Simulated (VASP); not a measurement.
The system is C.

```
CELL_PARAMETERS angstrom
0.00000 1.78012 1.78012
1.78012 0.00000 1.78012
1.78012 1.78012 0.00000
ATOMIC_POSITIONS crystal
C 0.00000 0.00000 0.00000
C 0.25000 0.25000 0.25000
```

Base run:

| Quantity | Value |
| --- | --- |
| Program | VASP 6.6.1 |
| Functional | PBE0 |
| Potentials or basis | VASP PAW PBE potentials, release 64 (C) |
| Cutoff | 520 eV |
| k mesh | 8 × 8 × 8 |
| Occupations | gaussian, width 0.01 eV |
| Spin | no spin polarisation |

Its results: band gap on the k mesh 6.06 eV (least direct gap 7.73 eV); pressure -5.0 GPa.

Question: The run is repeated on the same cell with these changes: functional from PBE0 to HSE06. What comes out?

Answer: Band gap on the k mesh 5.29 eV (least direct gap 6.99 eV); pressure -4.9 GPa.

Caveats: the cell stands under tension; the PAW data sets were made with another functional, which shifts forces and pressure a little.

A k mesh can miss the band edges.
